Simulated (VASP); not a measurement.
Input of a VASP 6.6.1 run:

INCAR

```
ALGO = Normal ; EDIFF = 1E-6
ENCUT = 520 ; ISIF = 2
ISMEAR = 0 ; LASPH = T
LCHARG = F ; LREAL = F
LWAVE = F ; NBANDS = 11
NELM = 100 ; PREC = Accurate
SIGMA = 0.15
```

File KPOINTS:

```
k-points
0
Gamma
  20 20 20
```

The input POSCAR:

```
Si
1.0
   -2.3713723045      2.3713723045      1.2893874282
    2.3713723045     -2.3713723045      1.2893874282
    2.3713723045      2.3713723045     -1.2893874282
Si
2
Direct
    0.2500000000      0.7500000000      0.5000000000
    0.5000000000      0.5000000000      0.0000000000
```

Potentials or basis: VASP PAW LDA potentials, release 64 (Si).

Run with:

```console
$ cat potpaw_LDA.64/Si/POTCAR > POTCAR
$ mpirun -np 1 vasp_std > vasp.out
```

Predict the pressure.

2.6 GPa.

What does it give for the band gap on the k mesh?

Zero (bands 4 and 5 overlap by 6.61 eV).

Stress tensor (GPa, compression positive):
```
2.19 0.00 0.00
0.00 2.19 0.00
0.00 0.00 3.48
```

Caveat: the cell differs from its parent crystal (strain +0.000 along x and y, -0.030 along z).
